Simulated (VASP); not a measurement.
# MoS2 (R3m) in VASP: notebook

MoS2 is run at these levels: PBEsol; tasks: single point.

Everything below comes from runs of VASP 6.6.1. Logs are shortened: lines on timing, memory, paths and dates and some standing lists are left out, and cuts for length are marked.

### Step 1. The cell of the first run

The structure is trigonal, space group R3m (No. 160). The conventional cell has a = 3.073 Å, b = 3.073 Å, c = 17.944 Å, α = 90.00°, β = 90.00°, γ = 120.00°. Within 3.1 Å of Mo (site symmetry 3m) lie 6 S at 2.32 Å and 6 Mo at 3.07 Å. Within 3.1 Å of S (site symmetry 3m) lie 3 Mo at 2.32 Å and 7 S at 3.00 to 3.07 Å. S (site symmetry 3m) has 3 Mo at 2.32 Å and 7 S at 3.00 to 3.07 Å within 3.1 Å.

### Step 2. Single point, PBEsol

INCAR

```
ALGO = Normal ; EDIFF = 1E-6
ENCUT = 520 ; GGA = PS
ISIF = 2 ; ISMEAR = 1
LASPH = True ; LCHARG = False
LREAL = False ; LWAVE = False
NBANDS = 20 ; NELM = 100
PREC = Accurate ; SIGMA = 0.124
```

KPOINTS

```
k-points
0
Gamma
  11 11 11
```

POSCAR

```
MoS2
1.0
    1.5366903454      0.8872052532      5.9814212812
   -1.5366903454      0.8872052532      5.9814212812
    0.0000000000     -1.7744202322      5.9814212812
Mo S
1 2
Direct
    0.0000000000      0.0000000000      0.0000000000
    0.2500000000      0.2500000000      0.2500000000
    0.4170000000      0.4170000000      0.4170000000
```

Potentials or basis: VASP PAW PBE potentials, release 64 (Mo_sv, S).

On the command line:

```bash
cat potpaw_PBE.64/Mo_sv/POTCAR potpaw_PBE.64/S/POTCAR > POTCAR
mpirun -np 1 vasp_std > vasp.out
```

OUTCAR:

```text
EDIFF = 1E-6
   ENCUT = 520
   GGA = PS
   ISIF = 2
   ISMEAR = 1
   LASPH = True
   LREAL = False
   NELM = 100
   PREC = Accurate

 ion  position               nearest neighbor table
   1  0.000  0.000  0.000-   2 2.32   2 2.32   2 2.32   3 2.32   3 2.32   3 2.32
   2  0.250  0.250  0.250-   1 2.32   1 2.32   1 2.32
   3  0.417  0.417  0.417-   1 2.32   1 2.32   1 2.32

  LATTYP: Found a trigonal (rhomboedric) cell.
 ALAT       =     6.2390665105
 COS(alpha) =     0.8786713151

  Lattice vectors:

 A1 = (   1.5366903454,   0.8872052532,   5.9814212812)
 A2 = (  -1.5366903454,   0.8872052532,   5.9814212812)
 A3 = (   0.0000000000,  -1.7744202322,   5.9814212812)

Analysis of symmetry for initial positions (statically):
=====================================================================
 Subroutine PRICEL returns:
 Original cell was already a primitive cell.

 Routine SETGRP: Setting up the symmetry group for a
 trigonal (rhombohedral) supercell.

 Subroutine GETGRP returns: Found  6 space group operations
 (whereof  6 operations were pure point group operations)
 out of a pool of 12 trial point group operations.

The static configuration has the point symmetry C_3v.

Analysis of symmetry for dynamics (positions and initial velocities):
=====================================================================
 Subroutine PRICEL returns:
 Original cell was already a primitive cell.

 Routine SETGRP: Setting up the symmetry group for a
 trigonal (rhombohedral) supercell.

 Subroutine GETGRP returns: Found  6 space group operations
 (whereof  6 operations were pure point group operations)
 out of a pool of 12 trial point group operations.

The dynamic configuration has the point symmetry C_3v.

 Subroutine INISYM returns: Found  6 space group operations
 (whereof  6 operations are pure point group operations),
 and found     1 'primitive' translations

----------------------------------------------------------------------------------------

                                     Primitive cell

  volume of cell :      48.9292

  direct lattice vectors                    reciprocal lattice vectors
     1.536690345  0.887205253  5.981421281     0.325374596  0.187855129  0.055728217
    -1.536690345  0.887205253  5.981421281    -0.325374596  0.187855129  0.055728217
     0.000000000 -1.774420232  5.981421281     0.000000000 -0.375710259  0.055727911

  length of vectors
     6.239066510  6.239066510  6.239067855     0.379820762  0.379820762  0.379820745

  position of ions in fractional coordinates (direct lattice)
     0.000000000  0.000000000  0.000000000
     0.250000000  0.250000000  0.250000000
     0.417000000  0.417000000  0.417000000

  ion indices of the primitive-cell ions
   primitive index   ion index
                 1           1
                 2           2
                 3           3

----------------------------------------------------------------------------------------

 KPOINTS: k-points

Automatic generation of k-mesh.
 Grid dimensions read from file:
 generate k-points for:   11   11   11

 Generating k-lattice:

  Cartesian coordinates                     Fractional coordinates (reciprocal lattice)
     0.029579509  0.017077739  0.005066202     0.090909091 -0.000000000  0.000000000
    -0.029579509  0.017077739  0.005066202    -0.000000000  0.090909091  0.000000000
     0.000000000 -0.034155478  0.005066174     0.000000000  0.000000000  0.090909091

  Length of vectors
     0.034529160  0.034529160  0.034529159

  Shift w.r.t. Gamma in fractional coordinates (k-lattice)
     0.000000000  0.000000000  0.000000000

 Subroutine IBZKPT returns following result:
 ===========================================

 Found    146 irreducible k-points:

 Following reciprocal coordinates:
            Coordinates               Weight
  0.000000  0.000000  0.000000      1.000000
  0.090909  0.000000  0.000000      6.000000
  0.181818  0.000000  0.000000      6.000000
  0.272727 -0.000000  0.000000      6.000000
  0.363636 -0.000000  0.000000      6.000000
  0.454545  0.000000  0.000000      6.000000
[... 16 lines left out ...]
 -0.272727  0.181818  0.000000     12.000000
 -0.181818  0.181818  0.000000      6.000000
 [... further k-points ...]
   k-points           NKPTS =    146   k-points in BZ     NKDIM =    146   number of bands    NBANDS=     20
   number of dos      NEDOS =    301   number of ions     NIONS =      3
   total plane-waves  NPLWV = 110592
   dimension x,y,z NGX =    48 NGY =   48 NGZ =   48
   dimension x,y,z NGXF=    96 NGYF=   96 NGZF=   96
   ions per type =               1   2
   NGX,Y,Z   is equivalent  to a cutoff of  12.79, 12.79, 12.79 a.u.
   NGXF,Y,Z  is equivalent  to a cutoff of  25.58, 25.58, 25.58 a.u.
 SYSTEM =  unknown system
   PREC   = accura    normal or accurate (medium, high low for compatibility)
   ISTART =      0    job   : 0-new  1-cont  2-samecut
   ICHARG =      2    charge: 1-file 2-atom 10-const
   ISPIN  =      1    spin polarized calculation?
   LNONCOLLINEAR =      F non collinear calculations
   LSORBIT =      F    spin-orbit coupling
   LASPH  =      T    aspherical Exc in radial PAW
   ENCUT  =  520.0 eV  38.22 Ry    6.18 a.u.  11.60 11.60 11.60*2*pi/ulx,y,z
   NELM   =    100;   NELMIN=  2; NELMDL= -5     # of ELM steps
   EDIFF  = 0.1E-05   stopping-criterion for ELM
   LREAL  =      F    real-space projection
   EDIFFG = 0.1E-04   stopping-criterion for IOM
   NSW    =      0    number of steps for IOM
   IBRION =     -1    ionic relax: 0-MD 1-quasi-New 2-CG
   NFREE  =      0    steps in history (QN), initial steepest desc. (CG)
   ISIF   =      2    stress and relaxation
   ISYM   =      2    0-nonsym 1-usesym 2-fastsym
   POTIM  = 0.5000    time-step for ionic-motion
   TEBEG  =    0.0;   TEEND  =   0.0 temperature during run
   PSTRESS=    0.0 pullay stress
   NELECT =      26.0000    total number of electrons
   NUPDOWN=      -1.0000    fix difference up-down
   EMIN   =  10.00;   EMAX   =-10.00  energy-range for DOS
   EFERMI =   0.00;   METHOD = LEGACY
   ISMEAR =     1;   SIGMA  =   0.12  broadening in eV -4-tet -1-fermi 0-gaus
   EFERMI_NEDOS =   21; number of points for ismear=-14 and -15
   IALGO  =     38    algorithm
   IMIX   =      4    mixing-type and parameters
     AMIX     =   0.40;   BMIX     =  1.00
     AMIX_MAG =   1.60;   BMIX_MAG =  1.00
  volume/ion in A,a.u.               =      16.31       110.06
  Fermi-wavevector in a.u.,A,eV,Ry     =   1.326000  2.505776 23.922782  1.758275
  Thomas-Fermi vector in A             =   2.455419
   LORBIT       =      0    0 simple, 1 ext, 2 COOP (PROOUT), +10 PAW based schemes
   GGA     = PS    functional components
   LHFCALC =     F    Hartree Fock is set to
   AEXX    =    0.0000 exact exchange contribution
   IVDW    =     0    specifies the selected vdW correction
   LEPSILON=     F    determine dielectric tensor
   LRPA    =     F    only Hartree local field effects (RPA)
 non-spin polarized calculation
 Methfessel and Paxton  Order N= 1 SIGMA  =   0.12
  energy-cutoff  :      520.00
  volume of cell :       48.93
 maximum number of plane-waves:      1330
   NGX = 23   NGY = 23   NGZ = 23

 number of electron      26.0000002 magnetization

 Free energy of the ion-electron system (eV)
  ---------------------------------------------------
  ext. energy  EPLUGINS =         0.00000000
  ---------------------------------------------------
  free energy    TOTEN  =       -23.24140651 eV

  energy without entropy =      -23.24143005  energy(sigma->0) =      -23.24141436

 E-fermi :   8.8795     XC(G=0): -11.4182

 val. band max:        8.7889171780   @ k =   0.4545   0.4545   0.4545
 cond. band min:       9.6061628310   @ k =  -0.1818   0.1818   0.0000
 fundamental gap:      0.8172456530
 Fermi energy:         8.8794525534

 k-point     1 :       0.0000    0.0000    0.0000
  band No.  band energies     occupation
      1     -52.7191      2.00000
      2     -27.0216      2.00000
      3     -26.6706      2.00000
      4     -26.6706      2.00000
      5      -6.9912      2.00000
      6      -4.9447      2.00000
[... 12 lines left out ...]
     19      17.0684      0.00000
     20      17.4712      0.00000

 k-point     2 :       0.0909    0.0000    0.0000
  band No.  band energies     occupation
      1     -52.7142      2.00000
      2     -27.0121      2.00000
      3     -26.7173      2.00000
      4     -26.6810      2.00000
      5      -6.8423      2.00000
      6      -4.9089      2.00000
[... 12 lines left out ...]
     19      17.4609      0.00000
     20      17.6709      0.00000

 k-point     3 :       0.1818    0.0000    0.0000
  band No.  band energies     occupation
      1     -52.7009      2.00000
      2     -26.9865      2.00000
      3     -26.8409      2.00000
      4     -26.7086      2.00000
      5      -6.4222      2.00000
      6      -4.8072      2.00000
[... 12 lines left out ...]
     19      17.4401      0.00000
     20      17.9446      0.00000

 k-point     4 :       0.2727   -0.0000    0.0000
  band No.  band energies     occupation
      1     -52.6833      2.00000
      2     -26.9994      2.00000
      3     -26.9527      2.00000
      4     -26.7445      2.00000
      5      -5.8117      2.00000
      6      -4.6604      2.00000
[... 12 lines left out ...]
     19      16.8444      0.00000
     20      17.6979      0.00000

 k-point     5 :       0.3636   -0.0000    0.0000
  band No.  band energies     occupation
      1     -52.6672      2.00000
      2     -27.1419      2.00000
      3     -26.9215      2.00000
      4     -26.7773      2.00000
      5      -5.1584      2.00000
      6      -4.5098      2.00000
[... 12 lines left out ...]
     19      15.9451      0.00000
     20      16.5523      0.00000
[... 353 lines left out ...]
      6      -4.3339      2.00000
[... 12 lines left out ...]
     19      17.1794      0.00000
     20      17.7213      0.00000

 k-point    22 :      -0.3636    0.1818    0.0000
  band No.  band energies     occupation
      1     -52.6531      2.00000
      2     -27.1761      2.00000
      3     -26.8980      2.00000
      4     -26.8944      2.00000
      5      -4.5021      2.00000
      6      -4.3218      2.00000
[... 12 lines left out ...]
     19      17.0781      0.00000
     20      17.7596      0.00000

 k-point    23 :      -0.2727    0.1818    0.0000
  band No.  band energies     occupation
      1     -52.6612      2.00000
      2     -27.1265      2.00000
      3     -26.9101      2.00000
      4     -26.8601      2.00000
      5      -4.9160      2.00000
      6      -4.4051      2.00000
[... 12 lines left out ...]
     19      16.8078      0.00000
     20      17.8222      0.00000

 k-point    24 :      -0.1818    0.1818    0.0000
  band No.  band energies     occupation
      1     -52.6748      2.00000
      2     -27.0386      2.00000
      3     -26.9363      2.00000
      4     -26.7996      2.00000
      5      -5.5026      2.00000
      6      -4.5499      2.00000
[... 12 lines left out ...]
     19      17.2569      0.00000
     20      18.1292      0.00000

 [... further k-points ...]

------------------------ aborting loop because EDIFF is reached ----------------------------------------

  FORCE on cell =-STRESS in cart. coord.  units (eV):
  Direction    XX          YY          ZZ          XY          YZ          ZX
  --------------------------------------------------------------------------------------
  -------------------------------------------------------------------------------------
  Total        4.3864906      4.3864898      5.8109718      0.0000000     -0.0000031      0.0000000
  in kB      143.6349385    143.6349095    190.2793463      0.0000000     -0.0001031      0.0000000
  external PRESSURE =     159.1830648 kB  Pullay stress =       0.0000000 kB

 VOLUME and BASIS-vectors are now :
 -----------------------------------------------------------------------------
  energy-cutoff  :      520.00
  volume of cell :       48.93
      direct lattice vectors                 reciprocal lattice vectors
     1.536690345  0.887205253  5.981421281     0.325374596  0.187855129  0.055728217
    -1.536690345  0.887205253  5.981421281    -0.325374596  0.187855129  0.055728217
     0.000000000 -1.774420232  5.981421281     0.000000000 -0.375710259  0.055727911

 POSITION                                       TOTAL-FORCE (eV/Angst)
 -----------------------------------------------------------------------------------
      0.00000      0.00000      0.00000         0.000000     -0.000000      0.102812
      0.00000     -0.00000      4.48607         0.000000      0.000001     -1.859856
      0.00000     -0.00000      7.48276         0.000000     -0.000001      1.757044
 -----------------------------------------------------------------------------------
    total drift:                                0.000000     -0.000003      0.000009

  FREE ENERGIE OF THE ION-ELECTRON SYSTEM (eV)
  ---------------------------------------------------
  free  energy   TOTEN  =       -23.2414065111 eV

  energy  without entropy=      -23.2414300471  energy(sigma->0) =      -23.24141436
```

Run time: 3.7 min. Hardware: 1 thread of Intel Xeon 6975P-C (Granite Rapids), shared host; peak memory 0.38 GiB.

Results:

| Property | Result |
| --- | --- |
| Free energy | -23.2414 eV |
| Pressure | 15.9 GPa |
| Largest force | 1.860 eV/Å |
| Band gap on the k mesh | 0.82 eV (least direct gap 2.12 eV) |

Forces in eV/Å, atoms in the order of the input:
```
Mo   0.000  0.000  0.103
S    0.000  0.000 -1.860
S    0.000  0.000  1.757
```

Levels at points of the mesh, in eV from the valence-band top:
| k point | band 11 | band 12 | band 13 | band 14 | band 15 | band 16 |
| --- | --- | --- | --- | --- | --- | --- |
| (0.00, 0.00, 0.00) | -2.62 | -1.53 | -1.33 | 2.12 | 2.12 | 2.71 |

Caveat: the cell stands under pressure; the PAW data sets were made with another functional, which shifts forces and pressure a little; an odd mesh through Γ misses points on the zone boundary, where band edges can lie.

(Part 1 of 2 ends here.)
